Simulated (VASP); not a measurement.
# NaSi48C48 (a cell with a defect) in VASP: single point with PBE

Aim: the single point of NaSi48C48 (a cell with a defect) with PBE.

Program: VASP 6.6.1. These are calculated values, not measurements. Logs are shortened: lines on timing, memory, paths and dates and some standing lists are left out, and cuts for length are marked.

## 1. The cell of the first run

The cell holds a defect, 97 atoms: a = 10.718 Å, b = 10.718 Å, c = 10.129 Å, α = 90.00°, β = 90.00°, γ = 120.00°.

## 2. Single point, PBE

The input, INCAR:

```
SYSTEM = NaSi48C48
PREC = Accurate
ENCUT = 520
EDIFF = 1E-6
ISMEAR = -1
SIGMA = 0.01
LREAL = Auto
LASPH = .TRUE.
NELM = 60
ALGO = Normal
ISIF = 2
LWAVE = .FALSE.
LCHARG = .FALSE.
GGA = PE
NELECT = 390.0
NBANDS = 250
```

The input, KPOINTS:

```
Automatic mesh
0
Gamma
  1 1 1
  0.25 0.25 0.25
```

The input, POSCAR:

```
NaSi48C48
1.0
    9.2818844881      5.3588986222      0.0000000000
   -9.2818845872      5.3588984506      0.0000000000
    0.0000000000      0.0000000000     10.1287833600
Si C Na
48 48 1
Direct
    0.0010812772      0.1643715772      0.9375962664
    0.1686735694      0.0032058860      0.9375996217
    0.3298578888      0.3320111560      0.9375910497
    0.0000869130      0.3324074493      0.4371300152
    0.1667925610      0.1667899602      0.4376471981
    0.3347994419      0.0014633505      0.4379390292
    0.0009044679      0.0006864021      0.6875734509
    0.1664996279      0.3324957809      0.6875569550
    0.3327138153      0.1669221285      0.6875723151
    0.0005115733     -0.0001658427      0.1881014119
    0.1660705798      0.3329423628      0.1881100354
    0.3336172531      0.1673845272      0.1881057492
    0.0156916424      0.6823813304      0.9459186028
    0.1666826445      0.4998798126      0.9376981914
    0.3365214211      0.8353363424      0.9375927894
    0.0011868857      0.8344696783      0.4371331138
    0.1678136530      0.6678632148      0.4371229207
    0.3321297838      0.5001410049      0.4379376487
    0.0063416457      0.5000828522      0.6827986086
    0.1700444849      0.8367140764      0.6859111428
    0.3340226316      0.6675770446      0.6875701204
    0.0002729059      0.5000593075      0.1886823250
    0.1692923618      0.8359599396      0.1914772115
    0.3331731472      0.6671728528      0.1880953963
    0.4996950599      0.1663595451      0.9377116026
    0.6653193467     -0.0034987023      0.9375944380
    0.8331292666      0.3173595837      0.9458968089
    0.4991082393      0.3335107182      0.4371320641
    0.6668489559      0.1657813411      0.4371253815
    0.8334657606     -0.0012160634      0.4379462245
    0.5002527997     -0.0006285335      0.6875703496
    0.6603855228      0.3270488181      0.6827979256
    0.8333752436      0.1633547495      0.6859223208
    0.5007216676      0.0002843223      0.1881073175
    0.6665080195      0.3331821669      0.1886996875
    0.8334208943      0.1641463504      0.1914765767
    0.4976942883      0.6677378175      0.9375977277
    0.6507372181      0.4998395044      0.9458584212
    0.8332100845      0.8333563463      0.9377060081
    0.5001211150      0.8334581967      0.4376439903
    0.6657475908      0.6667508286      0.4371386708
    0.8334586685      0.5001286348      0.4371593819
    0.4967038037      0.5000468674      0.6859281580
    0.6658330731      0.8331640729      0.6875614046
    0.8334158747      0.6729892089      0.6828252085
    0.4974901694      0.5000816123      0.1914678980
    0.6662773192      0.8327302794      0.1881191029
    0.8333909320      0.6669389729      0.1886869284
    0.0002003056      0.1660694254      0.7499653912
    0.1671743677      0.0006815913      0.7499760133
    0.3325643455      0.3331278897      0.7499625522
   -0.0002937194      0.3327971041      0.2495848697
    0.1668320197      0.1668148020      0.2496390788
    0.3355125245      0.0021756577      0.2506496567
    0.0004656480      0.0000139395      0.5005425012
    0.1662973717      0.3329914739      0.5005276334
    0.3334307515      0.1671599657      0.5005411175
    0.0007971933     -0.0010252739      0.0004760188
    0.1648296112      0.3324362895      0.0004905494
    0.3343155907      0.1684410513      0.0004763262
    0.0060107034      0.6726809724      0.7482220095
    0.1687309568      0.4999574212      0.7496047184
    0.3340091295      0.8338395929      0.7499737532
    0.0008417614      0.8337110401      0.2495916789
    0.1670551455      0.6675123941      0.2495833065
    0.3314612353      0.5001619475      0.2506557843
    0.0006010822      0.5000707631      0.4981995916
    0.1678973041      0.8345632379      0.4992829958
    0.3333541356      0.6671304251      0.5005423870
    0.0002534105      0.4999760814      0.0006626469
    0.1754647678      0.8421338063      0.0045153534
    0.3323122906      0.6674606868      0.0004737825
    0.4978697193      0.1645334894      0.7496330958
    0.6664598242     -0.0007722076      0.7499652619
    0.8332786042      0.3272698229      0.7482005489
    0.4999242686      0.3339655673      0.2495763338
    0.6673074061      0.1665907666      0.2495744362
    0.8335049468     -0.0018742472      0.2506592896
    0.5005026534      0.0000986434      0.5005397048
    0.6661757586      0.3328402433      0.4982080834
    0.8334064820      0.1655552655      0.4992855237
    0.5017639598      0.0009663768      0.0004809510
    0.6663261313      0.3329759169      0.0006533164
    0.8333118928      0.1577528413      0.0044906575
    0.4994064199      0.6668643356      0.7499665655
    0.6606073070      0.4999319125      0.7482265876
    0.8332929707      0.8353886070      0.7496146204
    0.5001558595      0.8334949898      0.2496401616
    0.6661313805      0.6663655223      0.2495900303
    0.8334828730      0.5001486220      0.2495553993
    0.4988936719      0.5000643992      0.4992920692
    0.6663290080      0.8329591965      0.5005309986
    0.8333984252      0.6672561816      0.4982239994
    0.4911148470      0.4999800318      0.0044900505
    0.6657745485      0.8314896686      0.0004979600
    0.8333098895      0.6669184813      0.0006694841
    0.8333101733      0.4999465933      0.8456795085
```

Potentials or basis: VASP PAW PBE potentials, release 64 (Si, C, Na_pv).

Command:

```console
cat potpaw_PBE.64/Si/POTCAR potpaw_PBE.64/C/POTCAR potpaw_PBE.64/Na_pv/POTCAR > POTCAR
mpirun -np 1 vasp_std > vasp.out
```

OUTCAR:

```text
SYSTEM = NaSi48C48
   PREC = Accurate
   ENCUT = 520
   EDIFF = 1E-6
   ISMEAR = -1
   LREAL = Auto
   LASPH = .TRUE.
   NELM = 60
   ISIF = 2
   GGA = PE
   NELECT = 390.0

 ion  position               nearest neighbor table
   1  0.001  0.164  0.938-  58 1.88  59 1.89  84 1.89  49 1.90  27 2.98   2 3.05   3 3.05  39 3.07
                             7 3.08  10 3.09   8 3.10  11 3.10  14 3.11  33 3.12  26 3.12  36 3.14
   2  0.169  0.003  0.938-  60 1.88  58 1.89  71 1.89  50 1.90  13 2.98   1 3.05   3 3.05  25 3.07
                             9 3.08  12 3.09   7 3.10  10 3.10  39 3.11  20 3.12  15 3.12  23 3.14
   3  0.330  0.332  0.938-  59 1.88  60 1.89  94 1.89  51 1.90  38 2.98   1 3.05   2 3.05  14 3.07
                             8 3.08  11 3.09   9 3.10  12 3.10  25 3.11  37 3.12  43 3.12  46 3.14
   4  0.000  0.332  0.437-  56 1.89  81 1.90  67 1.90  52 1.90  19 3.05  36 3.07  18 3.08   5 3.08
                            11 3.08  22 3.09  29 3.09  33 3.10  30 3.10   8 3.10  42 3.10  17 3.11
   5  0.167  0.167  0.438-  56 1.89  57 1.89  55 1.90  53 1.90  28 3.08  16 3.08   4 3.08   8 3.09
                             9 3.09  30 3.09   6 3.09  11 3.09   7 3.09  18 3.09  12 3.09  10 3.09
   6  0.335  0.001  0.438-  57 1.89  79 1.89  68 1.89  54 1.90  23 3.06  20 3.07  28 3.08  29 3.08
                            40 3.09   5 3.09  31 3.09   9 3.09  17 3.10  34 3.10  12 3.10  16 3.10
   7  0.001  0.001  0.688-  49 1.89  50 1.89  87 1.89  55 1.89  45 3.04  33 3.07   9 3.08   8 3.08
                             1 3.08  20 3.09   5 3.09  30 3.09   2 3.10  16 3.10  39 3.11  44 3.11
   8  0.166  0.332  0.688-  51 1.89  62 1.89  49 1.89  56 1.89  19 3.04  43 3.07   9 3.08   7 3.08
                             3 3.08  33 3.09   5 3.09  18 3.10   1 3.10   4 3.10  14 3.10  21 3.11
   9  0.333  0.167  0.688-  50 1.89  73 1.89  51 1.89  57 1.89  32 3.04  20 3.07   8 3.08   7 3.08
[... 113 lines left out ...]
  83  0.666  0.333  0.001-  25 1.90  35 1.90  27 1.96  38 1.96  97 2.38
  84  0.833  0.158  0.004-  27 1.81   1 1.89  26 1.89  36 1.90
  85  0.499  0.667  0.750-  21 1.89  43 1.89  44 1.89  37 1.90
  86  0.661  0.500  0.748-  43 1.87  32 1.97  45 1.97  38 2.00  97 2.10
  87  0.833  0.835  0.750-  45 1.87  44 1.89   7 1.89  39 1.91
  88  0.500  0.833  0.250-  47 1.89  34 1.89  24 1.89  40 1.90
  89  0.666  0.666  0.250-  47 1.89  46 1.89  48 1.89  41 1.90
  90  0.833  0.500  0.250-  22 1.89  48 1.89  35 1.89  42 1.90
  91  0.499  0.500  0.499-  43 1.89  18 1.89  28 1.89  41 1.90
  92  0.666  0.833  0.501-  41 1.89  30 1.89  40 1.89  44 1.89
  93  0.833  0.667  0.498-  45 1.87  42 1.90  41 1.90  16 1.90
  94  0.491  0.500  0.004-  38 1.81  37 1.89   3 1.89  46 1.90
  95  0.666  0.831  0.000-  26 1.88  37 1.89  39 1.89  47 1.90
  96  0.833  0.667  0.001-  39 1.89  48 1.90  13 1.96  38 1.96  97 2.38
  97  0.833  0.500  0.846-  75 2.10  86 2.10  61 2.10  13 2.20  27 2.20  38 2.20  70 2.38  83 2.38
                            96 2.38  32 2.48  19 2.48  45 2.48

  LATTYP: Found a hexagonal cell.
 ALAT       =    10.7177970728
 C/A-ratio  =     0.9450433976

  Lattice vectors:

 A1 = (   9.2818844881,   5.3588986222,   0.0000000000)
 A2 = (  -9.2818845872,   5.3588984506,   0.0000000000)
 A3 = (   0.0000000000,   0.0000000000,  10.1287833600)

Analysis of symmetry for initial positions (statically):
[... 284 lines left out ...]
   IALGO  =     38    algorithm
   IMIX   =      4    mixing-type and parameters
     AMIX     =   0.40;   BMIX     =  1.00
     AMIX_MAG =   1.60;   BMIX_MAG =  1.00
  volume/ion in A,a.u.               =      10.39        70.10
  Fermi-wavevector in a.u.,A,eV,Ry     =   1.193063  2.254562 19.366523  1.423399
  Thomas-Fermi vector in A             =   2.329086
   LORBIT       =      0    0 simple, 1 ext, 2 COOP (PROOUT), +10 PAW based schemes
   GGA     = PE    functional components
   LHFCALC =     F    Hartree Fock is set to
   AEXX    =    0.0000 exact exchange contribution
   IVDW    =     0    specifies the selected vdW correction
   LEPSILON=     F    determine dielectric tensor
   LRPA    =     F    only Hartree local field effects (RPA)
 non-spin polarized calculation
  energy-cutoff  :      520.00
  volume of cell :     1007.63
 maximum number of plane-waves:     27154
   NGX = 39   NGY = 39   NGZ = 37

 number of electron     390.0000009 magnetization

 Free energy of the ion-electron system (eV)
  ---------------------------------------------------
  ext. energy  EPLUGINS =         0.00000000
  ---------------------------------------------------
  free energy    TOTEN  =      -728.02567693 eV

  energy without entropy =     -728.02567693  energy(sigma->0) =     -728.02567693

 E-fermi :   8.2222     XC(G=0): -11.3252

 val. band max:        7.8891976458   @ k =   0.5000  -0.2500   0.2500
 cond. band min:      10.7922150269   @ k =  -0.2500  -0.2500   0.2500
 fundamental gap:      2.9030173810
 Fermi energy:         8.2221657694

 k-point     1 :       0.2500    0.2500    0.2500
  band No.  band energies     occupation
      1     -15.6281      2.00000
      2     -15.6269      2.00000
      3     -15.5370      2.00000
      4      -6.9421      2.00000
      5      -6.6011      2.00000
      6      -6.5774      2.00000
[... 1249 lines left out ...]
    206      11.6536      0.00000
    207      11.6896      0.00000
 [bands above 207 left out]

------------------------ aborting loop because EDIFF is reached ----------------------------------------

  FORCE on cell =-STRESS in cart. coord.  units (eV):
  Direction    XX          YY          ZZ          XY          YZ          ZX
  --------------------------------------------------------------------------------------
  -------------------------------------------------------------------------------------
  Total        7.0283291      6.2899459      0.4700362      0.0384541     -0.0325832     -0.0076020
  in kB       11.1754160     10.0013475      0.7473825      0.0611440     -0.0518090     -0.0120876
  external PRESSURE =       7.3080487 kB  Pullay stress =       0.0000000 kB

 VOLUME and BASIS-vectors are now :
 -----------------------------------------------------------------------------
  energy-cutoff  :      520.00
  volume of cell :     1007.63
      direct lattice vectors                 reciprocal lattice vectors
     9.281884488  5.358898622  0.000000000     0.053868370  0.093302756  0.000000000
    -9.281884587  5.358898451  0.000000000    -0.053868372  0.093302755  0.000000000
     0.000000000  0.000000000 10.128783360     0.000000000  0.000000000  0.098728541

 POSITION                                       TOTAL-FORCE (eV/Angst)
 -----------------------------------------------------------------------------------
     -1.51564      0.88665      9.49671        -0.006536      0.022284     -0.001470
      1.53585      0.92108      9.49674         0.004921      0.025204      0.000845
     -0.01999      3.54689      9.49666         0.006634      0.024371      0.001535
     -3.08456      1.78180      4.42760         0.000954     -0.012748      0.004076
      0.00002      1.78763      4.43283         0.001547     -0.009249     -0.001551
      3.09399      1.80200      4.43579        -0.001018     -0.010843      0.000369
[... 89 lines left out ...]
      1.54443      8.03957      0.00678        -0.009233     -0.007220      0.017958
      3.09424      7.14479      8.56570         0.001304      0.000482      0.022075
 -----------------------------------------------------------------------------------
    total drift:                               -0.029813      0.001170     -0.034237

  FREE ENERGIE OF THE ION-ELECTRON SYSTEM (eV)
  ---------------------------------------------------
  free  energy   TOTEN  =      -728.0256769262 eV

  energy  without entropy=     -728.0256769262  energy(sigma->0) =     -728.02567693
```

Run time: 63 min. Hardware: 1 thread of Intel Xeon Platinum 8375C at 2.90GHz (Ice Lake), shared host; peak memory 1.6 GiB.

Results:

- Free energy: -728.0257 eV
- Largest force: 0.056 eV/Å

Forces on the atoms (eV/Å):
```
Si  -0.007  0.022 -0.001
Si   0.005  0.025  0.001
Si   0.007  0.024  0.002
Si   0.001 -0.013  0.004
Si   0.002 -0.009 -0.002
Si  -0.001 -0.011  0.000
Si   0.005 -0.013  0.008
Si  -0.002 -0.012  0.011
Si   0.001 -0.011  0.012
Si   0.002  0.015 -0.013
Si   0.000  0.014 -0.015
Si  -0.002  0.017 -0.016
Si   0.004  0.047  0.006
Si   0.008  0.016  0.000
Si  -0.002  0.023  0.002
Si   0.003 -0.013  0.004
Si   0.000 -0.012  0.003
Si  -0.001 -0.014  0.002
Si   0.009 -0.010  0.008
Si  -0.003 -0.016  0.011
Si  -0.002 -0.014  0.010
Si   0.002  0.015 -0.012
Si   0.000  0.014 -0.015
Si  -0.001  0.015 -0.013
Si  -0.002  0.026 -0.003
Si   0.000  0.024  0.002
Si   0.027  0.009  0.000
Si   0.003 -0.011  0.002
Si   0.001 -0.009  0.004
Si   0.000 -0.011 -0.001
Si  -0.002 -0.011  0.011
Si   0.001 -0.016  0.009
Si  -0.003 -0.008  0.011
Si   0.003  0.017 -0.015
Si   0.003  0.013 -0.016
Si  -0.004  0.013 -0.019
Si   0.009  0.024 -0.001
Si  -0.021  0.003  0.007
Si  -0.004  0.013  0.000
Si   0.003 -0.012  0.000
Si   0.001 -0.011  0.004
Si  -0.001 -0.015  0.005
Si   0.000 -0.009  0.012
Si   0.004 -0.014  0.011
Si  -0.011 -0.009  0.006
Si   0.001  0.012 -0.016
Si   0.000  0.014 -0.016
Si   0.000  0.014 -0.012
C   -0.010  0.008 -0.011
C   -0.008  0.014 -0.012
C    0.005  0.008 -0.009
C    0.000 -0.018  0.014
C    0.000 -0.018  0.013
C   -0.001 -0.015  0.014
C   -0.001  0.013 -0.014
C   -0.001  0.010 -0.008
C   -0.003  0.009 -0.007
C    0.001 -0.016  0.012
C   -0.009 -0.011  0.007
C   -0.005 -0.028  0.007
C    0.000  0.049 -0.026
C    0.001  0.013 -0.004
C    0.003  0.017 -0.012
C    0.000 -0.016  0.011
C   -0.001 -0.017  0.013
C   -0.003 -0.019  0.004
C    0.005  0.015 -0.005
C    0.000  0.013 -0.007
C   -0.001  0.012 -0.009
C    0.006 -0.010  0.010
C   -0.004 -0.003  0.008
C   -0.002 -0.015  0.010
C   -0.001  0.004 -0.011
C   -0.004  0.003 -0.009
C    0.036 -0.014 -0.025
C    0.001 -0.020  0.012
C   -0.003 -0.022  0.014
C    0.002 -0.022  0.013
C    0.001  0.010 -0.015
C    0.000  0.015 -0.006
C   -0.001  0.008 -0.007
C    0.006 -0.019  0.008
C   -0.005 -0.021  0.023
C    0.000 -0.018  0.011
C    0.009  0.011 -0.010
C   -0.043 -0.012 -0.029
C   -0.001  0.013 -0.009
C   -0.001 -0.019  0.009
C    0.001 -0.022  0.010
C    0.001 -0.015  0.009
C   -0.006  0.009 -0.007
C   -0.002  0.009 -0.006
C    0.001  0.012 -0.005
C    0.002 -0.015  0.004
C    0.002 -0.007  0.005
C   -0.009 -0.007  0.018
Na   0.001  0.000  0.022
```

Caveat: the cell carries a net charge on a neutralising background, which shifts energy and pressure; the cell is charged against a uniform background, so pressure and absolute levels hang on convention.
